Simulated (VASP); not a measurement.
# B (Pm-3m) in VASP: notebook

The runs below take B through single point, relaxation of cell and atoms, with r2SCAN.

All numbers are computed with VASP 6.6.1; they aren't measurements. Logs are shortened: lines on timing, memory, paths and dates and some standing lists are left out, and cuts for length are marked.

## (1) The cell of the first run

It takes space group Pm-3m (No. 221, cubic). Conventional cell: a = 1.933 Å, b = 1.933 Å, c = 1.933 Å, α = 90.00°, β = 90.00°, γ = 90.00°. Within 2.6 Å of B (site symmetry m-3m) lie 6 B at 1.93 Å.

## (2) Single point, r2SCAN (volume scaled by 1.08)

Contents of POSCAR:

```
B
1.0
    1.9334569882      0.0000000000      0.0000000000
    0.0000000000      1.9334569882      0.0000000000
    0.0000000000      0.0000000000      1.9334569882
B
1
Direct
    0.0000000000      0.0000000000      0.0000000000
```

Contents of INCAR.step1:

```
SYSTEM = B
ALGO = Normal
EDIFF = 1E-4
ENCUT = 520
GGA = PE
ISMEAR = -1
LASPH = .TRUE.
LCHARG = .FALSE.
LREAL = .FALSE.
LWAVE = .TRUE.
NBANDS = 8
NELM = 100
PREC = Accurate
SIGMA = 0.1
```

Contents of INCAR.step2:

```
SYSTEM = B
ALGO = Normal
EDIFF = 1E-6
ENCUT = 520
ISIF = 2
ISMEAR = -1
ISTART = 1
LASPH = .TRUE.
LCHARG = .FALSE.
LMIXTAU = .TRUE.
LREAL = .FALSE.
LWAVE = .FALSE.
METAGGA = R2SCAN
NBANDS = 8
NELM = 100
PREC = Accurate
SIGMA = 0.1
```

Contents of KPOINTS:

```
k-points
0
G
  19 19 19
  0 0 0
```

Potentials or basis: VASP PAW PBE potentials, release 64 (B).

The run is started by

```console
> cat potpaw_PBE.64/B/POTCAR > POTCAR
> cp INCAR.step1 INCAR
> mpirun -np 1 vasp_std > vasp.out
> cp INCAR.step2 INCAR
> mpirun -np 1 vasp_std > vasp.out
```

OUTCAR:

```text
SYSTEM = B
   EDIFF = 1E-6
   ENCUT = 520
   ISIF = 2
   ISMEAR = -1
   ISTART = 1
   LASPH = .TRUE.
   LREAL = .FALSE.
   METAGGA = R2SCAN
   NELM = 100
   PREC = Accurate

 ion  position               nearest neighbor table
   1  0.000  0.000  0.000-

  LATTYP: Found a simple cubic cell.
 ALAT       =     1.9334569882

  Lattice vectors:

 A1 = (   1.9334569882,   0.0000000000,   0.0000000000)
 A2 = (   0.0000000000,   1.9334569882,   0.0000000000)
 A3 = (   0.0000000000,   0.0000000000,   1.9334569882)

Analysis of symmetry for initial positions (statically):
=====================================================================
 Subroutine PRICEL returns:
 Original cell was already a primitive cell.

 Routine SETGRP: Setting up the symmetry group for a
 simple cubic supercell.

 Subroutine GETGRP returns: Found 48 space group operations
 (whereof 48 operations were pure point group operations)
 out of a pool of 48 trial point group operations.

The static configuration has the point symmetry O_h .

Analysis of symmetry for dynamics (positions and initial velocities):
=====================================================================
 Subroutine PRICEL returns:
 Original cell was already a primitive cell.

 Routine SETGRP: Setting up the symmetry group for a
 simple cubic supercell.

 Subroutine GETGRP returns: Found 48 space group operations
 (whereof 48 operations were pure point group operations)
 out of a pool of 48 trial point group operations.

The dynamic configuration has the point symmetry O_h .

 Subroutine INISYM returns: Found 48 space group operations
 (whereof 48 operations are pure point group operations),
 and found     1 'primitive' translations

----------------------------------------------------------------------------------------

                                     Primitive cell

  volume of cell :       7.2278

  direct lattice vectors                    reciprocal lattice vectors
     1.933456988  0.000000000  0.000000000     0.517208299  0.000000000  0.000000000
     0.000000000  1.933456988  0.000000000     0.000000000  0.517208299  0.000000000
     0.000000000  0.000000000  1.933456988     0.000000000  0.000000000  0.517208299

  length of vectors
     1.933456988  1.933456988  1.933456988     0.517208299  0.517208299  0.517208299

  position of ions in fractional coordinates (direct lattice)
     0.000000000  0.000000000  0.000000000
[... 70 lines left out ...]
   ISPIN  =      1    spin polarized calculation?
   LNONCOLLINEAR =      F non collinear calculations
   LSORBIT =      F    spin-orbit coupling
   LASPH  =      T    aspherical Exc in radial PAW
   ENCUT  =  520.0 eV  38.22 Ry    6.18 a.u.   3.59  3.59  3.59*2*pi/ulx,y,z
   NELM   =    100;   NELMIN=  2; NELMDL=  0     # of ELM steps
   EDIFF  = 0.1E-05   stopping-criterion for ELM
   LREAL  =      F    real-space projection
   EDIFFG = 0.1E-04   stopping-criterion for IOM
   NSW    =      0    number of steps for IOM
   IBRION =     -1    ionic relax: 0-MD 1-quasi-New 2-CG
   NFREE  =      0    steps in history (QN), initial steepest desc. (CG)
   ISIF   =      2    stress and relaxation
   ISYM   =      2    0-nonsym 1-usesym 2-fastsym
   POTIM  = 0.5000    time-step for ionic-motion
   TEBEG  =    0.0;   TEEND  =   0.0 temperature during run
   PSTRESS=    0.0 pullay stress
   NELECT =       3.0000    total number of electrons
   NUPDOWN=      -1.0000    fix difference up-down
   EMIN   =  10.00;   EMAX   =-10.00  energy-range for DOS
   EFERMI =   0.00;   METHOD = LEGACY
   ISMEAR =    -1;   SIGMA  =   0.10  broadening in eV -4-tet -1-fermi 0-gaus
   EFERMI_NEDOS =   21; number of points for ismear=-14 and -15
   IALGO  =     38    algorithm
   IMIX   =      4    mixing-type and parameters
     AMIX     =   0.40;   BMIX     =  1.00
     AMIX_MAG =   1.60;   BMIX_MAG =  1.00
  volume/ion in A,a.u.               =       7.23        48.78
  Fermi-wavevector in a.u.,A,eV,Ry     =   1.221183  2.307701 20.290202  1.491288
  Thomas-Fermi vector in A             =   2.356374
   LORBIT       =      0    0 simple, 1 ext, 2 COOP (PROOUT), +10 PAW based schemes
   METAGGA = R2SCAN    functional components
   LHFCALC =     F    Hartree Fock is set to
   AEXX    =    0.0000 exact exchange contribution
   IVDW    =     0    specifies the selected vdW correction
   LEPSILON=     F    determine dielectric tensor
   LRPA    =     F    only Hartree local field effects (RPA)
 non-spin polarized calculation
  energy-cutoff  :      520.00
  volume of cell :        7.23
 maximum number of plane-waves:       203
   NGX =  7   NGY =  7   NGZ =  7

 number of electron       3.0000000 magnetization

 Free energy of the ion-electron system (eV)
  ---------------------------------------------------
  ext. energy  EPLUGINS =         0.00000000
  ---------------------------------------------------
  free energy    TOTEN  =        -6.11370483 eV

  energy without entropy =       -6.10397942  energy(sigma->0) =       -6.10884213

 E-fermi :   6.3695     XC(G=0): -12.9263

 val. band max:        6.3678343542   @ k =   0.3684   0.3158   0.1053
 cond. band min:       6.3782197589   @ k =   0.4211   0.3684   0.2105
 fundamental gap:      0.0103854047
 Fermi energy:         6.3694918528

 k-point     1 :       0.0000    0.0000    0.0000
  band No.  band energies     occupation
      1      -9.7728      2.00000
      2      20.1194      0.00000
      3      20.1194      0.00000
      4      20.1194      0.00000
      5      30.3922      0.00000
      6      30.3922      0.00000
      7      39.9111      0.00000
      8      60.0594      0.00000
[... 243 lines left out ...]
 k-point    24 :       0.3158    0.1053    0.0000
  band No.  band energies     occupation
      1      -5.9320      2.00000
      2       6.6699      0.09449
      3      20.0576      0.00000
      4      22.8550      0.00000
      5      35.6462      0.00000
      6      36.5928      0.00000
      7      45.4207      0.00000
      8      47.2757      0.00000

 [... further k-points ...]
[... 5 lines left out ...]
  --------------------------------------------------------------------------------------
  -------------------------------------------------------------------------------------
  Total       -0.6952225     -0.6952225     -0.6952225      0.0000000     -0.0000000     -0.0000000
  in kB     -154.1100154   -154.1100154   -154.1100154      0.0000000     -0.0000000     -0.0000000
  external PRESSURE =    -154.1100154 kB  Pullay stress =       0.0000000 kB

 VOLUME and BASIS-vectors are now :
 -----------------------------------------------------------------------------
  energy-cutoff  :      520.00
  volume of cell :        7.23
      direct lattice vectors                 reciprocal lattice vectors
     1.933456988  0.000000000  0.000000000     0.517208299  0.000000000  0.000000000
     0.000000000  1.933456988  0.000000000     0.000000000  0.517208299  0.000000000
     0.000000000  0.000000000  1.933456988     0.000000000  0.000000000  0.517208299

 POSITION                                       TOTAL-FORCE (eV/Angst)
 -----------------------------------------------------------------------------------
      0.00000      0.00000      0.00000         0.000000      0.000000      0.000000
 -----------------------------------------------------------------------------------
    total drift:                               -0.000000      0.000000     -0.000000

  FREE ENERGIE OF THE ION-ELECTRON SYSTEM (eV)
  ---------------------------------------------------
  free  energy   TOTEN  =        -6.1137048293 eV

  energy  without entropy=       -6.1039794216  energy(sigma->0) =       -6.10884213
```

OUTCAR.step1:

```text
SYSTEM = B
   EDIFF = 1E-4
   ENCUT = 520
   GGA = PE
   ISMEAR = -1
[... 479 lines left out ...]

 POSITION                                       TOTAL-FORCE (eV/Angst)
 -----------------------------------------------------------------------------------
      0.00000      0.00000      0.00000         0.000000      0.000000      0.000000
 -----------------------------------------------------------------------------------
    total drift:                                0.000000     -0.000000     -0.000000

  FREE ENERGIE OF THE ION-ELECTRON SYSTEM (eV)
  ---------------------------------------------------
  free  energy   TOTEN  =        -5.5885587033 eV

  energy  without entropy=       -5.5783916281  energy(sigma->0) =       -5.58347517
```

Wall time 14 s (1 thread of Intel Xeon Platinum 8259CL at 2.50GHz (Skylake/Cascade Lake), shared host); peak memory 0.11 GiB.

What came out:

```yaml
Free_energy: -6.1137 eV
Pressure: -15.4 GPa
```

Levels at points of the mesh, in eV from the Fermi level:
| k point | band 1 | band 2 | band 3 | band 4 | band 5 | band 6 |
| --- | --- | --- | --- | --- | --- | --- |
| (0.00, 0.00, 0.00) | -16.14 | 13.75 | 13.75 | 13.75 | 24.02 | 24.02 |

Caveat: the PAW data sets were made with another functional, which shifts forces and pressure a little.

## (3) Single point, r2SCAN (volume scaled by 1.12)

Contents of POSCAR:

```
B
1.0
    1.9570380559      0.0000000000      0.0000000000
    0.0000000000      1.9570380559      0.0000000000
    0.0000000000      0.0000000000      1.9570380559
B
1
Direct
    0.0000000000      0.0000000000      0.0000000000
```

Contents of INCAR.step1:

```
SYSTEM = B
PREC = Accurate
ENCUT = 520
ISMEAR = -1
SIGMA = 0.1
LREAL = .FALSE.
LASPH = .TRUE.
NELM = 60
NBANDS = 8
GGA = PE
ALGO = Normal
EDIFF = 1E-4
LWAVE = .TRUE.
LCHARG = .FALSE.
```

Contents of INCAR.step2:

```
SYSTEM = B
PREC = Accurate
ENCUT = 520
EDIFF = 1E-6
ISMEAR = -1
SIGMA = 0.1
LREAL = .FALSE.
LASPH = .TRUE.
NELM = 60
ALGO = Normal
ISIF = 2
LWAVE = .FALSE.
LCHARG = .FALSE.
METAGGA = R2SCAN
LMIXTAU = .TRUE.
NBANDS = 8
ISTART = 1
```

Contents of KPOINTS:

```
Automatic mesh
0
G
  19 19 19
  0 0 0
```

Potentials or basis: VASP PAW PBE potentials, release 64 (B).

The run is started by

```console
> cat potpaw_PBE.64/B/POTCAR > POTCAR
> cp INCAR.step1 INCAR
> mpirun -np 1 vasp_std > vasp.out
> cp INCAR.step2 INCAR
> mpirun -np 1 vasp_std > vasp.out
```

Wall time 16 s (1 thread of Intel Xeon Platinum 8259CL at 2.50GHz (Skylake/Cascade Lake), shared host); peak memory 0.12 GiB.

It converged, with:

```yaml
Free_energy: -6.0831 eV
Pressure: -21.3 GPa
```

Levels at points of the mesh, in eV from the Fermi level:
| k point | band 1 | band 2 | band 3 | band 4 | band 5 |
| --- | --- | --- | --- | --- | --- |
| (0.00, 0.00, 0.00) | -15.80 | 13.35 | 13.35 | 13.35 | 23.58 |

Caveat: the PAW data sets were made with another functional, which shifts forces and pressure a little.

[end of part 1 of 2]
